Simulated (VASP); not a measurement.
A run of VASP 6.6.1 is set up as follows.

INCAR

```
SYSTEM = Sc2H3F3
PREC = Accurate
ENCUT = 520
EDIFF = 1E-7
ISMEAR = 0
SIGMA = 0.1
LREAL = .FALSE.
LASPH = .TRUE.
NELM = 60
ALGO = Normal
ISIF = 2
LWAVE = .FALSE.
LCHARG = .TRUE.
GGA = PE
LELF = .TRUE.
LVHAR = .TRUE.
NBANDS = 33
```

KPOINTS

```
regular mesh
0
G
  4 4 2
  0 0 0
```

Contents of POSCAR:

```
Sc2H3F3
1.0
    4.1223495600      0.0000000000      0.0000000000
    0.0000000000      4.1223495600      0.0000000000
    0.0000000000      0.0000000000      8.2446991100
Sc H F
2 3 3
Direct
    0.0000000000      0.0000000000      0.7500000000
    0.0000000000      0.0000000000      0.2500000000
    0.5000000000      0.0000000000      0.7500000000
    0.0000000000      0.5000000000      0.2500000000
    0.0000000000      0.0000000000      0.0000000000
    0.5000000000      0.0000000000      0.2500000000
    0.0000000000      0.5000000000      0.7500000000
    0.0000000000      0.0000000000      0.5000000000
```

Potentials or basis: VASP PAW PBE potentials, release 64 (Sc_sv, H, F).

The run is started by

```console
$ cat potpaw_PBE.64/Sc_sv/POTCAR potpaw_PBE.64/H/POTCAR potpaw_PBE.64/F/POTCAR > POTCAR
$ mpirun -np 1 vasp_std > vasp.out
```

(1) Predict the pressure.

(2) Predict the band gap on the k mesh.

Results:

(1) -4.6 GPa.

(2) 2.96 eV, direct.
